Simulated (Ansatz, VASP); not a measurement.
## One calculation of ZnS, two programs

```xyz
2
Lattice="0.0000 2.6235 2.7046 2.7858 0.0000 2.7046 2.7858 2.6235 0.0000" Properties=species:S:1:pos:R:3 pbc="T T T"
Zn    0.0000    0.0000    0.0000
S     4.1787    3.9353    4.0570
```

Change from the starting cell: strain +0.0300 x Voigt [1, -1, 0, 0, 0, 0], atoms carried along.

Alike in both runs: task single point; functional PBE; k mesh 10 × 10 × 10; occupations gaussian, width 0.05 eV; no spin polarisation.

```csv
,VASP,Ansatz
version,VASP 6.6.1,Ansatz 0.2.0
potentials or method,"VASP PAW PBE potentials, release 64 (Zn, S), cutoff 520 eV","scalar-relativistic, plane waves, PAW"
valence electrons in the cell,18,18
```

```csv
,VASP,Ansatz,Ansatz less VASP
gap on the k mesh at the Fermi level (eV),2.00,1.99,-0.005
least direct gap on the mesh (eV),2.00,1.99,-0.005
pressure (GPa),1.5,1.4,-0.16
"traceless stress, the component that is largest in VASP (GPa)",-1.27,-1.28,-0.009
```

With one functional, cell and mesh, what is left measures potentials, basis and numerics.
